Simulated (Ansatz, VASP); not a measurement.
## Si2Mo: VASP beside Ansatz

INCAR

```
PREC = Accurate
ENCUT = 520
EDIFF = 1E-7
ISMEAR = -1
SIGMA = 0.05
LREAL = False
LASPH = True
NELM = 100
ALGO = Normal
ISIF = 2
LWAVE = False
LCHARG = False
GGA = PE
NBANDS = 18
```

The input KPOINTS:

```
regular mesh
0
Gamma
  12 12 12
```

Contents of POSCAR:

```
Si2Mo
1.0
   -1.6000000000      1.6000000000      3.9305000000
    1.6000000000     -1.6000000000      3.9305000000
    1.6000000000      1.6000000000     -3.9305000000
Mo Si
1 2
Direct
    0.0000000000      0.0000000000      0.0000000000
    0.6670000000      0.6670000000      0.0000000000
    0.3330000000      0.3330000000      0.0000000000
```

File input.yaml:

```yaml
crystal:
  lattice:
    - [-1.6, 1.6, 3.9305]
    - [1.6, -1.6, 3.9305]
    - [1.6, 1.6, -3.9305]
  atoms:
    - { symbol: Mo, position: [0.0, 0.0, 0.0] }
    - { symbol: Si, position: [0.667, 0.667, 0.0] }
    - { symbol: Si, position: [0.333, 0.333, 0.0] }
hamiltonian:
  xc: pbe
  pseudopotentials: { kind: paw }
kpoints:
  mp_grid: { grid: [12, 12, 12] }
scf:
  occupations: { method: fermi_dirac, width: 0.05 }
output:
  forces: true
  stress: true
  eigenvalues: true
```

Alike in both runs: task single point; functional PBE; k mesh 12 × 12 × 12; occupations fermi-dirac, width 0.05 eV; no spin polarisation.

```csv
,VASP,Ansatz
version,VASP 6.6.1,Ansatz 0.2.0
potentials or method,"VASP PAW PBE potentials, release 64 (Mo_sv, Si)",Ansatz PAW
plane-wave cutoff (eV),520,420
valence electrons in the cell,22,22
```

```tsv
	VASP	Ansatz	Ansatz less VASP
gap on the k mesh at the Fermi level (eV)	none	none	-
pressure (GPa)	2.4	2.2	-0.16
traceless stress, the component that is largest in VASP (GPa)	-0.79	-0.78	+0.006
rms of the force components (eV/Å)	0.129	0.132	+0.0023
```

Atom by atom the forces differ by 0.002 eV/Å (rms over components). A gap of «none» marks a metal or a gap that the smearing closes. With one functional, cell and mesh, what is left measures potentials, basis and numerics.
